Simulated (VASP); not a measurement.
Write the native input for VASP 6.6.1 that does the following.

```
Task                   : single point
Functional             : BLYP
Potentials or basis    : VASP PAW PBE potentials, release 64 (Co)
Cutoff                 : 520 eV
k mesh                 : 17 × 17 × 17
Occupations            : fermi-dirac, width 0.05 eV
Spin                   : collinear spin, ferromagnetic start
Starting moments       : [1.714] μB
Dipole correction      : no
Further INCAR settings : ALGO = Normal; EDIFF = 1e-06; NBANDS = 14
```

The structure of Co lies in POSCAR:

```
Co
1.0
    0.0000000000      1.7122382704      1.7122382704
    1.7122382704      0.0000000000      1.7122382704
    1.7122382704      1.7122382704      0.0000000000
Co
1
Direct
    0.0000000000      0.0000000000      0.0000000000
```

This cell differs from its parent crystal: volume scaled by 0.88.

One way to write it, as run:

INCAR

```
PREC     = Accurate       # precision mode
ENCUT    = 520            # plane-wave cutoff, eV
EDIFF    = 1E-6           # SCF threshold, eV
ISMEAR   = -1             # smearing method
SIGMA    = 0.05           # smearing width, eV
LREAL    = F              # projectors in reciprocal space
LASPH    = T              # aspherical terms in the spheres
NELM     = 150            # most SCF steps
ALGO     = Normal         # electronic algorithm
ISIF     = 2              # what is computed and relaxed
LWAVE    = F              # write WAVECAR
LCHARG   = F              # write CHGCAR
ISPIN    = 2              # spin polarisation
MAGMOM   = 1.714          # initial moments
LORBIT   = 11             # projections on sites
LMAXMIX  = 4              # l up to which the mixer works
GGA      = B5             # functional
ALDAX    = 1.0          
AGGAX    = 1.0          
AGGAC    = 1.0          
ALDAC    = 0.0          
NBANDS   = 14             # bands
```

KPOINTS

```
regular mesh
0
Gamma
  17 17 17
```

Potentials or basis: VASP PAW PBE potentials, release 64 (Co).

Launch:

```console
$ cat potpaw_PBE.64/Co/POTCAR > POTCAR
$ mpirun -np 1 vasp_std > vasp.out
```

It gave:

| Item | Value |
| --- | --- |
| Pressure | 30.8 GPa |
| Net moment | 1.52 μB per cell |
| Site moments | Co +1.52 μB |
| Valence electrons inside the program's atomic spheres | Co 8.46 |

Caveat: the PAW data sets were made with another functional, which shifts forces and pressure a little.

Run time: 80 s on 1 thread of Intel Xeon 8259CL, on a shared host, peak memory 0.15 GiB.
